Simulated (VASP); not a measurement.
# Na in VASP: notebook

Na is run at these levels: LDA; tasks: electric field gradients.

Everything below comes from runs of VASP 6.6.1. Logs are shortened: lines on timing, memory, paths and dates and some standing lists are left out, and cuts for length are marked.

## Step 1: The cell of the first run

The typed cell holds 2 atoms: a = 3.767 Å, b = 3.734 Å, c = 6.155 Å, α = 89.57°, β = 88.85°, γ = 119.13°.

## Step 2: Electric field gradients, LDA (equal xy, yz and zx shear strains of +2 %)

Contents of INCAR:

```
ALGO = Normal
EDIFF = 1E-8
ENCUT = 520
ISIF = 2
ISMEAR = -1
LASPH = T
LCHARG = F
LEFG = T
LREAL = F
LWAVE = F
NBANDS = 14
NELM = 100
PREC = Accurate
SIGMA = 0.05
```

Contents of KPOINTS:

```
k-points
0
Gamma
  11 11 6
```

Contents of POSCAR:

```
Na
1.0
    3.7670009976      0.0376700100      0.0376700100
   -1.8508773132      3.2434835550      0.0137881806
    0.0615400000      0.0615400000      6.1540000000
Na
2
Direct
    0.3333333333      0.6666666667      0.2500000000
    0.6666666667      0.3333333333      0.7500000000
```

Potentials or basis: VASP PAW LDA potentials, release 64 (Na_pv).

Started as:

```bash
$ cat potpaw_LDA.64/Na_pv/POTCAR > POTCAR
$ mpirun -np 1 vasp_std > vasp.out
```

OUTCAR:

```text
EDIFF = 1E-8
   ENCUT = 520
   ISIF = 2
   ISMEAR = -1
   LASPH = T
   LREAL = F
   NELM = 100
   PREC = Accurate

 ion  position               nearest neighbor table
   1  0.333  0.667  0.250-
   2  0.667  0.333  0.750-

  LATTYP: Found a triclinic cell.
 ALAT       =     3.8000192942
 B/A-ratio  =     0.9827452114
 C/A-ratio  =     1.6196273999
 COS(alpha) =     0.0074204947
 COS(beta)  =     0.0272158149
 COS(gamma) =     0.5000757388

  Lattice vectors:

 A1 = (   1.9161236844,   3.2811535650,   0.0514581906)
 A2 = (  -1.8508773132,   3.2434835550,   0.0137881806)
 A3 = (   0.0615400000,   0.0615400000,   6.1540000000)

Analysis of symmetry for initial positions (statically):
=====================================================================
 Subroutine PRICEL returns:
 Original cell was already a primitive cell.

 Routine SETGRP: Setting up the symmetry group for a
 triclinic supercell.

 Subroutine GETGRP returns: Found  2 space group operations
 (whereof  2 operations were pure point group operations)
 out of a pool of  2 trial point group operations.

The static configuration has the point symmetry S_2 .

Analysis of symmetry for dynamics (positions and initial velocities):
=====================================================================
 Subroutine PRICEL returns:
 Original cell was already a primitive cell.

 Routine SETGRP: Setting up the symmetry group for a
 triclinic supercell.

 Subroutine GETGRP returns: Found  2 space group operations
 (whereof  2 operations were pure point group operations)
 out of a pool of  2 trial point group operations.

The dynamic configuration has the point symmetry S_2 .

 Subroutine INISYM returns: Found  2 space group operations
 (whereof  2 operations are pure point group operations),
 and found     1 'primitive' translations

----------------------------------------------------------------------------------------

                                     Primitive cell

  volume of cell :      75.6049

  direct lattice vectors                    reciprocal lattice vectors
     3.767000998  0.037670010  0.037670010     0.263997962  0.150666715 -0.004146647
    -1.850877313  3.243483555  0.013788181    -0.003035556  0.306591168 -0.003035556
     0.061540000  0.061540000  6.154000000    -0.001609189 -0.001609189  0.162528121

  length of vectors
     3.767377679  3.734450765  6.154615369     0.303994372  0.306621222  0.162544053

  position of ions in fractional coordinates (direct lattice)
     0.333333333  0.666666667  0.250000000
     0.666666667  0.333333333  0.750000000

  ion indices of the primitive-cell ions
   primitive index   ion index
                 1           1
                 2           2

----------------------------------------------------------------------------------------

 KPOINTS: k-points

Automatic generation of k-mesh.
 Grid dimensions read from file:
 generate k-points for:   11   11    6

 Generating k-lattice:

  Cartesian coordinates                     Fractional coordinates (reciprocal lattice)
     0.023999815  0.013696974 -0.000376968     0.090909091 -0.000000000  0.000000000
    -0.000275960  0.027871924 -0.000275960    -0.000000000  0.090909091 -0.000000000
    -0.000268198 -0.000268198  0.027088020     0.000000000 -0.000000000  0.166666667

  Length of vectors
     0.027635852  0.027874657  0.027090676

  Shift w.r.t. Gamma in fractional coordinates (k-lattice)
     0.000000000  0.000000000  0.000000000

 Subroutine IBZKPT returns following result:
 ===========================================

 Found    364 irreducible k-points:

 Following reciprocal coordinates:
            Coordinates               Weight
  0.000000  0.000000  0.000000      1.000000
  0.090909  0.000000 -0.000000      2.000000
  0.181818  0.000000 -0.000000      2.000000
  0.272727  0.000000 -0.000000      2.000000
  0.363636 -0.000000 -0.000000      2.000000
  0.454545 -0.000000 -0.000000      2.000000
[... 16 lines left out ...]
  0.454545  0.181818 -0.000000      2.000000
 -0.454545  0.181818  0.000000      2.000000
 [... further k-points ...]
   k-points           NKPTS =    364   k-points in BZ     NKDIM =    364   number of bands    NBANDS=     14
   number of dos      NEDOS =    301   number of ions     NIONS =      2
   total plane-waves  NPLWV =  37632
   dimension x,y,z NGX =    28 NGY =   28 NGZ =   48
   dimension x,y,z NGXF=    56 NGYF=   56 NGZF=   96
   ions per type =               2
   NGX,Y,Z   is equivalent  to a cutoff of  12.36, 12.46, 12.97 a.u.
   NGXF,Y,Z  is equivalent  to a cutoff of  24.71, 24.93, 25.93 a.u.
 SYSTEM =  unknown system
   PREC   = accura    normal or accurate (medium, high low for compatibility)
   ISTART =      0    job   : 0-new  1-cont  2-samecut
   ICHARG =      2    charge: 1-file 2-atom 10-const
   ISPIN  =      1    spin polarized calculation?
   LNONCOLLINEAR =      F non collinear calculations
   LSORBIT =      F    spin-orbit coupling
   LASPH  =      T    aspherical Exc in radial PAW
   ENCUT  =  520.0 eV  38.22 Ry    6.18 a.u.   7.00  6.94 11.44*2*pi/ulx,y,z
   NELM   =    100;   NELMIN=  2; NELMDL= -5     # of ELM steps
   EDIFF  = 0.1E-07   stopping-criterion for ELM
   LREAL  =      F    real-space projection
   EDIFFG = 0.1E-06   stopping-criterion for IOM
   NSW    =      0    number of steps for IOM
   IBRION =     -1    ionic relax: 0-MD 1-quasi-New 2-CG
   NFREE  =      0    steps in history (QN), initial steepest desc. (CG)
   ISIF   =      2    stress and relaxation
   ISYM   =      2    0-nonsym 1-usesym 2-fastsym
   POTIM  = 0.5000    time-step for ionic-motion
   TEBEG  =    0.0;   TEEND  =   0.0 temperature during run
   PSTRESS=    0.0 pullay stress
   NELECT =      14.0000    total number of electrons
   NUPDOWN=      -1.0000    fix difference up-down
   EMIN   =  10.00;   EMAX   =-10.00  energy-range for DOS
   EFERMI =   0.00;   METHOD = LEGACY
   ISMEAR =    -1;   SIGMA  =   0.05  broadening in eV -4-tet -1-fermi 0-gaus
   EFERMI_NEDOS =   21; number of points for ismear=-14 and -15
   IALGO  =     38    algorithm
   IMIX   =      4    mixing-type and parameters
     AMIX     =   0.40;   BMIX     =  1.00
     AMIX_MAG =   1.60;   BMIX_MAG =  1.00
  volume/ion in A,a.u.               =      37.80       255.10
  Fermi-wavevector in a.u.,A,eV,Ry     =   0.933113  1.763327 11.846585  0.870699
  Thomas-Fermi vector in A             =   2.059781
   LORBIT       =      0    0 simple, 1 ext, 2 COOP (PROOUT), +10 PAW based schemes
   GGA     = CA    functional components
   LHFCALC =     F    Hartree Fock is set to
   AEXX    =    0.0000 exact exchange contribution
   IVDW    =     0    specifies the selected vdW correction
   LEPSILON=     F    determine dielectric tensor
   LRPA    =     F    only Hartree local field effects (RPA)
 non-spin polarized calculation
  energy-cutoff  :      520.00
  volume of cell :       75.60
 maximum number of plane-waves:      2053
   NGX = 13   NGY = 13   NGZ = 23

 number of electron      14.0000008 magnetization

 Free energy of the ion-electron system (eV)
  ---------------------------------------------------
  ext. energy  EPLUGINS =         0.00000000
  ---------------------------------------------------
  free energy    TOTEN  =        -2.88055121 eV

  energy without entropy =       -2.87017702  energy(sigma->0) =       -2.87536412

 E-fermi :   0.1261     XC(G=0):  -6.6728

 val. band max:        0.1249164072   @ k =   0.0909  -0.3636   0.3333
 cond. band min:       0.1263983815   @ k =   0.2727   0.1818   0.5000
 fundamental gap:      0.0014819743
 Fermi energy:         0.1260890425

 k-point     1 :       0.0000    0.0000    0.0000
  band No.  band energies     occupation
      1     -24.8824      2.00000
      2     -24.8545      2.00000
      3     -24.8541      2.00000
      4     -24.8498      2.00000
      5     -24.8496      2.00000
      6     -24.8489      2.00000
      7      -3.1360      2.00000
      8       0.6853      0.00003
      9       1.0001      0.00000
     10       9.7939      0.00000
     11      10.0557      0.00000
     12      10.1020      0.00000
     13      10.3136      0.00000
     14      10.5580      0.00000
[... 377 lines left out ...]
      1     -24.8737      2.00000
      2     -24.8714      2.00000
      3     -24.8695      2.00000
      4     -24.8626      2.00000
      5     -24.8576      2.00000
      6     -24.8555      2.00000
      7      -0.8978      2.00000
      8       2.5288      0.00000
      9       2.7196      0.00000
     10       3.3215      0.00000
     11       4.4181      0.00000
     12       6.1475      0.00000
     13       7.1137      0.00000
     14       7.6795      0.00000

 [... further k-points ...]

------------------------ aborting loop because EDIFF is reached ----------------------------------------

  FORCE on cell =-STRESS in cart. coord.  units (eV):
  Direction    XX          YY          ZZ          XY          YZ          ZX
  --------------------------------------------------------------------------------------
  -------------------------------------------------------------------------------------
  Total       -0.4634593     -0.4632768     -0.3496901     -0.0146024      0.0014955      0.0020880
  in kB       -9.8213699     -9.8175020     -7.4104369     -0.3094467      0.0316908      0.0442484
  external PRESSURE =      -9.0164363 kB  Pullay stress =       0.0000000 kB

 VOLUME and BASIS-vectors are now :
 -----------------------------------------------------------------------------
  energy-cutoff  :      520.00
  volume of cell :       75.60
      direct lattice vectors                 reciprocal lattice vectors
     3.767000998  0.037670010  0.037670010     0.263997962  0.150666715 -0.004146647
    -1.850877313  3.243483555  0.013788181    -0.003035556  0.306591168 -0.003035556
     0.061540000  0.061540000  6.154000000    -0.001609189 -0.001609189  0.162528121

 POSITION                                       TOTAL-FORCE (eV/Angst)
 -----------------------------------------------------------------------------------
      0.03713      2.19026      1.56025        -0.005667      0.000051      0.000709
      1.94053      1.15243      4.64521         0.005667     -0.000051     -0.000709
 -----------------------------------------------------------------------------------
    total drift:                                0.000000     -0.000000      0.000000

  FREE ENERGIE OF THE ION-ELECTRON SYSTEM (eV)
  ---------------------------------------------------
  free  energy   TOTEN  =        -2.8805512136 eV

  energy  without entropy=       -2.8701770211  energy(sigma->0) =       -2.87536412

 Electric field gradients (V/A^2)
---------------------------------------------------------------------
 ion       V_xx      V_yy      V_zz      V_xy      V_xz      V_yz
---------------------------------------------------------------------
   1       0.214     0.231    -0.444    -0.173    -0.182    -0.179
   2       0.214     0.231    -0.444    -0.173    -0.182    -0.179
---------------------------------------------------------------------

 Electric field gradients after diagonalization (V/A^2)
 (convention: |V_zz| > |V_xx| > |V_yy|)
----------------------------------------------------------------------
 ion       V_xx      V_yy      V_zz     asymmetry (V_yy - V_xx)/ V_zz
----------------------------------------------------------------------
   1       0.395     0.157    -0.553       0.430
   2       0.395     0.157    -0.553       0.430
----------------------------------------------------------------------

           NMR quadrupolar parameters

 Cq : quadrupolar parameter    Cq=e*Q*V_zz/h
 eta: asymmetry parameters     (V_yy - V_xx)/ V_zz
 Q  : nuclear electric quadrupole moment in mb (millibarn)
----------------------------------------------------------------------
 ion       Cq(MHz)       eta       Q (mb)
----------------------------------------------------------------------
   1      -0.001       0.430       1.000
   2      -0.001       0.430       1.000
----------------------------------------------------------------------
```

It took 3.4 min on 1 thread of Intel Xeon Platinum 8259CL at 2.50GHz (Skylake/Cascade Lake), shared host; peak memory 0.37 GiB.

Results:

```yaml
Free_energy: -2.8806 eV
Pressure: -0.9 GPa
Largest_force: 0.006 eV/Å
Band_gap_on_the_k_mesh: zero (bands 7 and 8 overlap by 4.01 eV)
Largest_electric_field_gradient_by_atom: Na -0.6 V/Å²
```

Forces in eV/Å, atoms in the order of the input:
```
Na  -0.006  0.000  0.001
Na   0.006  0.000 -0.001
```

Stress tensor (GPa, compression positive):
```
-0.98 -0.03  0.00
-0.03 -0.98  0.00
 0.00  0.00 -0.74
```

Levels at points of the mesh, in eV from the Fermi level:
| k point | band 4 | band 5 | band 6 | band 7 | band 8 | band 9 | band 10 | band 11 |
| --- | --- | --- | --- | --- | --- | --- | --- | --- |
| (0.00, 0.00, 0.00) | -24.98 | -24.98 | -24.97 | -3.26 | 0.56 | 0.87 | 9.67 | 9.93 |
| (0.00, 0.00, 0.50) | -24.98 | -24.98 | -24.98 | -2.24 | -2.24 | 5.42 | 5.42 | 10.18 |

Electric field gradients, principal values (V/Å²):
```
atom  least  middle  greatest (by size)
1 Na  0.157   0.395              -0.553
2 Na  0.157   0.395              -0.553
```

Caveat: the cell differs from its parent crystal (equal xy, yz and zx shear strains of +2 %); without QUAD_EFG the Cq values of the log hold for a quadrupole moment of 1 mb, not for the nuclei.

## Step 3: Electric field gradients, LDA

Contents of INCAR:

```
ALGO = Normal
EDIFF = 1E-8
ENCUT = 520
ISIF = 2
ISMEAR = -1
LASPH = True
LCHARG = False
LEFG = True
LREAL = False
LWAVE = False
NBANDS = 14
NELM = 80
PREC = Accurate
SIGMA = 0.05
```

KPOINTS is that of step 2.

Contents of POSCAR:

```
Na
1.0
    3.7670009976      0.0000000000      0.0000000000
   -1.8835004988      3.2623185600      0.0000000000
    0.0000000000      0.0000000000      6.1540000000
Na
2
Direct
    0.3333333333      0.6666666667      0.2500000000
    0.6666666667      0.3333333333      0.7500000000
```

Potentials or basis: VASP PAW LDA potentials, release 64 (Na_pv).

Started as:

```bash
$ cat potpaw_LDA.64/Na_pv/POTCAR > POTCAR
$ mpirun -np 1 vasp_std > vasp.out
```

OUTCAR:

```text
EDIFF = 1E-8
   ENCUT = 520
   ISIF = 2
   ISMEAR = -1
   LASPH = True
   LREAL = False
   NELM = 80
   PREC = Accurate

 ion  position               nearest neighbor table
   1  0.333  0.667  0.250-
   2  0.667  0.333  0.750-

  LATTYP: Found a hexagonal cell.
 ALAT       =     3.7670009976
 C/A-ratio  =     1.6336603054

  Lattice vectors:

 A1 = (   3.7670009976,   0.0000000000,   0.0000000000)
 A2 = (  -1.8835004988,   3.2623185600,   0.0000000000)
 A3 = (   0.0000000000,   0.0000000000,   6.1540000000)

Analysis of symmetry for initial positions (statically):
=====================================================================
[... 620 lines left out ...]

  energy  without entropy=       -2.8694142516  energy(sigma->0) =       -2.87494162

 Electric field gradients (V/A^2)
---------------------------------------------------------------------
 ion       V_xx      V_yy      V_zz      V_xy      V_xz      V_yz
---------------------------------------------------------------------
   1       0.249     0.248    -0.497    -0.001    -0.000     0.000
   2       0.249     0.248    -0.497    -0.001     0.000    -0.000
---------------------------------------------------------------------

 Electric field gradients after diagonalization (V/A^2)
 (convention: |V_zz| > |V_xx| > |V_yy|)
----------------------------------------------------------------------
 ion       V_xx      V_yy      V_zz     asymmetry (V_yy - V_xx)/ V_zz
----------------------------------------------------------------------
   1       0.250     0.248    -0.497       0.003
   2       0.250     0.248    -0.497       0.003
----------------------------------------------------------------------

           NMR quadrupolar parameters

 Cq : quadrupolar parameter    Cq=e*Q*V_zz/h
 eta: asymmetry parameters     (V_yy - V_xx)/ V_zz
 Q  : nuclear electric quadrupole moment in mb (millibarn)
----------------------------------------------------------------------
 ion       Cq(MHz)       eta       Q (mb)
----------------------------------------------------------------------
   1      -0.001       0.003       1.000
   2      -0.001       0.003       1.000
----------------------------------------------------------------------
```

stdout:

```text
POSCAR found type information on POSCAR Na
 POSCAR found :  1 types and       2 ions
 scaLAPACK will be used
 LDA part: xc-table for (Slater(with rela. corr.)+CA(PZ))
 , standard interpolation
 POSCAR, INCAR and KPOINTS ok, starting setup
 FFT: planning ... GRIDC
 FFT: planning ... GRID_SOFT
 FFT: planning ... GRID
 WAVECAR not read
 entering main loop
ion   1

ion   2
```

Wall time 73 s (1 thread of Intel Xeon 8259CL, shared host); peak memory 0.18 GiB.

Results:

| Property | Result |
| --- | --- |
| Free energy | -2.8805 eV |
| Pressure | -0.9 GPa |
| Band gap on the k mesh | zero (bands 7 and 8 overlap by 4.00 eV) |
| Largest electric field gradient by atom | Na -0.5 V/Å² |

Levels at points of the mesh, in eV from the Fermi level:
```tsv
k point	band 5	band 6	band 7	band 8	band 9	band 10
(0.00, 0.00, 0.00)	-24.97	-24.97	-3.26	0.56	0.87	9.82
(0.00, 0.00, 0.50)	-24.98	-24.98	-2.24	-2.24	5.41	5.41
```

Electric field gradients, principal values (V/Å²):
| atom | least | middle | greatest (by size) |
| --- | --- | --- | --- |
| 1 Na | 0.248 | 0.250 | -0.497 |
| 2 Na | 0.248 | 0.250 | -0.497 |

Caveat: without QUAD_EFG the Cq values of the log hold for a quadrupole moment of 1 mb, not for the nuclei.

The gap in the log of VASP goes by the Fermi energy; the results here count the filled bands.